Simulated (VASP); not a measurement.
# Sr (P6_3/mmc) in VASP: further runs, part 2 of 2

VASP 6.6.1.

### 4 Single point, PBE

This run uses another cell than the first one: it holds 4 atoms, not 2.

INCAR

```
PREC     = Accurate       # precision mode
ENCUT    = 500            # plane-wave cutoff, eV
EDIFF    = 1E-6           # SCF threshold, eV
ISMEAR   = -1             # smearing method
SIGMA    = 0.08           # smearing width, eV
LREAL    = False          # projectors in reciprocal space
LASPH    = True           # aspherical terms in the spheres
NELM     = 120            # most SCF steps
ALGO     = Normal         # electronic algorithm
ISIF     = 2              # what is computed and relaxed
LWAVE    = False          # write WAVECAR
LCHARG   = False          # write CHGCAR
GGA      = PE             # functional
NBANDS   = 28             # bands
GGA_COMPAT= False
```

KPOINTS

```
Automatic mesh
0
Gamma
  11 11 3
```

POSCAR

```
Sr
1.0
    3.3515866565      0.0000000000      0.0000000000
   -1.6757933282      2.9025591875      0.0000000000
    0.0000000000      0.0000000000     10.9241405179
Sr
4
Direct
    0.0000000000      0.0000000000      0.0000000000
    0.0000000000      0.0000000000      0.5000000000
    0.3333333333      0.6666666667      0.2500000000
    0.6666666667      0.3333333333      0.7500000000
```

Potentials or basis: VASP PAW PBE potentials, release 64 (Sr_sv).

The run is started by

```
cat potpaw_PBE.64/Sr_sv/POTCAR > POTCAR
mpirun -np 1 vasp_std > vasp.out
```

OUTCAR:

```text
PREC = Accurate
   ENCUT = 500
   EDIFF = 1E-6
   ISMEAR = -1
   LREAL = False
   LASPH = True
   NELM = 120
   ISIF = 2
   GGA = PE

 ion  position               nearest neighbor table
   1  0.000  0.000  0.000-   3 3.35   4 3.35   3 3.35   4 3.35   4 3.35   3 3.35   4 4.74   3 4.74
                             3 4.74   4 4.74   3 4.74   4 4.74
   2  0.000  0.000  0.500-   3 3.35   4 3.35   3 3.35   4 3.35   4 3.35   3 3.35   4 4.74   3 4.74
                             3 4.74   4 4.74   3 4.74   4 4.74
   3  0.333  0.667  0.250-   1 3.35   2 3.35   1 3.35   2 3.35   1 3.35   2 3.35   1 4.74   2 4.74
                             1 4.74   2 4.74   1 4.74   2 4.74
   4  0.667  0.333  0.750-   1 3.35   2 3.35   1 3.35   2 3.35   1 3.35   2 3.35   1 4.74   2 4.74
                             1 4.74   2 4.74   1 4.74   2 4.74

  LATTYP: Found a hexagonal cell.
 ALAT       =     3.3515866565
 C/A-ratio  =     3.2593937253

  Lattice vectors:

 A1 = (   3.3515866565,   0.0000000000,   0.0000000000)
 A2 = (  -1.6757933282,   2.9025591875,   0.0000000000)
 A3 = (   0.0000000000,   0.0000000000,  10.9241405179)

Analysis of symmetry for initial positions (statically):
=====================================================================
 Subroutine PRICEL returns:
 Original cell was already a primitive cell.

 Routine SETGRP: Setting up the symmetry group for a
 hexagonal supercell.

 Subroutine GETGRP returns: Found 24 space group operations
 (whereof 12 operations were pure point group operations)
 out of a pool of 24 trial point group operations.

The static configuration has the point symmetry D_3d.
 The point group associated with its full space group is D_6h.

Analysis of symmetry for dynamics (positions and initial velocities):
=====================================================================
 Subroutine PRICEL returns:
 Original cell was already a primitive cell.

 Routine SETGRP: Setting up the symmetry group for a
 hexagonal supercell.

 Subroutine GETGRP returns: Found 24 space group operations
 (whereof 12 operations were pure point group operations)
 out of a pool of 24 trial point group operations.

The dynamic configuration has the point symmetry D_3d.
 The point group associated with its full space group is D_6h.

 Subroutine INISYM returns: Found 24 space group operations
 (whereof 12 operations are pure point group operations),
 and found     1 'primitive' translations

----------------------------------------------------------------------------------------

                                     Primitive cell

  volume of cell :     106.2720

  direct lattice vectors                    reciprocal lattice vectors
     3.351586656  0.000000000  0.000000000     0.298366148  0.172261776  0.000000000
    -1.675793328  2.902559188  0.000000000     0.000000000  0.344523552  0.000000000
     0.000000000  0.000000000 10.924140518     0.000000000  0.000000000  0.091540382

  length of vectors
     3.351586656  3.351586656 10.924140518     0.344523552  0.344523552  0.091540382

  position of ions in fractional coordinates (direct lattice)
     0.000000000  0.000000000  0.000000000
     0.000000000  0.000000000  0.500000000
     0.333333333  0.666666667  0.250000000
     0.666666667  0.333333333  0.750000000

  ion indices of the primitive-cell ions
   primitive index   ion index
                 1           1
[... 21 lines left out ...]

  Shift w.r.t. Gamma in fractional coordinates (k-lattice)
     0.000000000  0.000000000  0.000000000

 Subroutine IBZKPT returns following result:
 ===========================================

 Found     32 irreducible k-points:

 Following reciprocal coordinates:
            Coordinates               Weight
  0.000000  0.000000  0.000000      1.000000
  0.090909  0.000000  0.000000      6.000000
  0.181818  0.000000  0.000000      6.000000
  0.272727  0.000000  0.000000      6.000000
  0.363636  0.000000  0.000000      6.000000
  0.454545  0.000000  0.000000      6.000000
[... 16 lines left out ...]
  0.090909  0.090909  0.333333     12.000000
  0.181818  0.090909  0.333333     24.000000
 [... further k-points ...]
   k-points           NKPTS =     32   k-points in BZ     NKDIM =     32   number of bands    NBANDS=     28
   number of dos      NEDOS =    301   number of ions     NIONS =      4
   total plane-waves  NPLWV =  46080
   dimension x,y,z NGX =    24 NGY =   24 NGZ =   80
   dimension x,y,z NGXF=    48 NGYF=   48 NGZF=  160
   ions per type =               4
   NGX,Y,Z   is equivalent  to a cutoff of  11.90, 11.90, 12.17 a.u.
   NGXF,Y,Z  is equivalent  to a cutoff of  23.81, 23.81, 24.35 a.u.
 SYSTEM =  unknown system
   PREC   = accura    normal or accurate (medium, high low for compatibility)
   ISTART =      0    job   : 0-new  1-cont  2-samecut
   ICHARG =      2    charge: 1-file 2-atom 10-const
   ISPIN  =      1    spin polarized calculation?
   LNONCOLLINEAR =      F non collinear calculations
   LSORBIT =      F    spin-orbit coupling
   LASPH  =      T    aspherical Exc in radial PAW
   ENCUT  =  500.0 eV  36.75 Ry    6.06 a.u.   6.11  6.11 19.92*2*pi/ulx,y,z
   NELM   =    120;   NELMIN=  2; NELMDL= -5     # of ELM steps
   EDIFF  = 0.1E-05   stopping-criterion for ELM
   LREAL  =      F    real-space projection
   EDIFFG = 0.1E-04   stopping-criterion for IOM
   NSW    =      0    number of steps for IOM
   IBRION =     -1    ionic relax: 0-MD 1-quasi-New 2-CG
   NFREE  =      0    steps in history (QN), initial steepest desc. (CG)
   ISIF   =      2    stress and relaxation
   ISYM   =      2    0-nonsym 1-usesym 2-fastsym
   POTIM  = 0.5000    time-step for ionic-motion
   TEBEG  =    0.0;   TEEND  =   0.0 temperature during run
   PSTRESS=    0.0 pullay stress
   NELECT =      40.0000    total number of electrons
   NUPDOWN=      -1.0000    fix difference up-down
   EMIN   =  10.00;   EMAX   =-10.00  energy-range for DOS
   EFERMI =   0.00;   METHOD = LEGACY
   ISMEAR =    -1;   SIGMA  =   0.08  broadening in eV -4-tet -1-fermi 0-gaus
   EFERMI_NEDOS =   21; number of points for ismear=-14 and -15
   IALGO  =     38    algorithm
   IMIX   =      4    mixing-type and parameters
     AMIX     =   0.40;   BMIX     =  1.00
     AMIX_MAG =   1.60;   BMIX_MAG =  1.00
  volume/ion in A,a.u.               =      26.57       179.29
  Fermi-wavevector in a.u.,A,eV,Ry     =   1.182012  2.233679 19.009412  1.397152
  Thomas-Fermi vector in A             =   2.318274
   LORBIT       =      0    0 simple, 1 ext, 2 COOP (PROOUT), +10 PAW based schemes
   GGA     = PE    functional components
   LHFCALC =     F    Hartree Fock is set to
   AEXX    =    0.0000 exact exchange contribution
   IVDW    =     0    specifies the selected vdW correction
   LEPSILON=     F    determine dielectric tensor
   LRPA    =     F    only Hartree local field effects (RPA)
 non-spin polarized calculation
  energy-cutoff  :      500.00
  volume of cell :      106.27
 maximum number of plane-waves:      2730
   NGX = 13   NGY = 13   NGZ = 39

 number of electron      40.0000000 magnetization

 Free energy of the ion-electron system (eV)
  ---------------------------------------------------
  ext. energy  EPLUGINS =         0.00000000
  ---------------------------------------------------
  free energy    TOTEN  =        -1.14185458 eV

  energy without entropy =       -1.05822734  energy(sigma->0) =       -1.10004096

 E-fermi :   4.7494     XC(G=0):  -9.9732

 val. band max:        4.7420147609   @ k =   0.4545   0.0909   0.3333
 cond. band min:       4.8069747805   @ k =   0.2727   0.2727   0.3333
 fundamental gap:      0.0649600196
 Fermi energy:         4.7493787255

 k-point     1 :       0.0000    0.0000    0.0000
  band No.  band energies     occupation
      1     -30.8955      2.00000
      2     -30.7666      2.00000
      3     -30.7254      2.00000
      4     -30.5902      2.00000
      5     -13.8911      2.00000
      6     -13.0470      2.00000
[... 733 lines left out ...]
     27       7.7293      0.00000
     28       7.9169      0.00000

 [... further k-points ...]
[... 5 lines left out ...]
  --------------------------------------------------------------------------------------
  -------------------------------------------------------------------------------------
  Total       16.0665225     16.0665225     16.0852793      0.0000000      0.0000000      0.0000000
  in kB      242.2220384    242.2220384    242.5048192      0.0000000      0.0000000      0.0000000
  external PRESSURE =     242.3162987 kB  Pullay stress =       0.0000000 kB

 VOLUME and BASIS-vectors are now :
 -----------------------------------------------------------------------------
  energy-cutoff  :      500.00
  volume of cell :      106.27
      direct lattice vectors                 reciprocal lattice vectors
     3.351586656  0.000000000  0.000000000     0.298366148  0.172261776  0.000000000
    -1.675793328  2.902559188  0.000000000     0.000000000  0.344523552  0.000000000
     0.000000000  0.000000000 10.924140518     0.000000000  0.000000000  0.091540382

 POSITION                                       TOTAL-FORCE (eV/Angst)
 -----------------------------------------------------------------------------------
      0.00000      0.00000      0.00000        -0.000000      0.000000     -0.000000
      0.00000      0.00000      5.46207        -0.000000      0.000000     -0.000000
     -0.00000      1.93504      2.73104         0.000000     -0.000000     -0.000000
      1.67579      0.96752      8.19311        -0.000000      0.000000      0.000000
 -----------------------------------------------------------------------------------
    total drift:                               -0.000000      0.000000     -0.000000

  FREE ENERGIE OF THE ION-ELECTRON SYSTEM (eV)
  ---------------------------------------------------
  free  energy   TOTEN  =        -1.1418545812 eV

  energy  without entropy=       -1.0582273374  energy(sigma->0) =       -1.10004096
```

Wall time 49 s (1 thread of Intel Xeon Platinum 8488C (Sapphire Rapids), shared host); peak memory 0.22 GiB.

What came out:

| Property | Result |
| --- | --- |
| Free energy | -1.1419 eV |
| Pressure | 24.2 GPa |
| Band gap on the k mesh | zero (band 20 reaches 5.19 eV, above the bottom of band 21 at 4.46 eV) |

### 5 Summary

```csv
cell,k mesh,gap on the mesh (eV),pressure (GPa)
"a = 3.351, b = 3.351, c = 5.436 Å, angles 90.0, 90.0, 120.0°, 2 atoms",13 × 13 × 7,none,24.3
"a = 3.359, b = 3.359, c = 10.912 Å, angles 90.0, 90.0, 120.0°, 4 atoms",8 × 8 × 5,none,24.2
"a = 3.352, b = 3.352, c = 10.924 Å, angles 90.0, 90.0, 120.0°, 4 atoms",11 × 11 × 3,none,24.2
```

Alike in all rows: task single point; level PBE; potentials or basis VASP PAW PBE potentials, release 64 (Sr_sv); no spin polarisation; cutoff (eV) 500; smearing fermi-dirac 0.08 eV.

Total energies depend on the potentials used, so only differences within one code and one set of settings carry meaning.
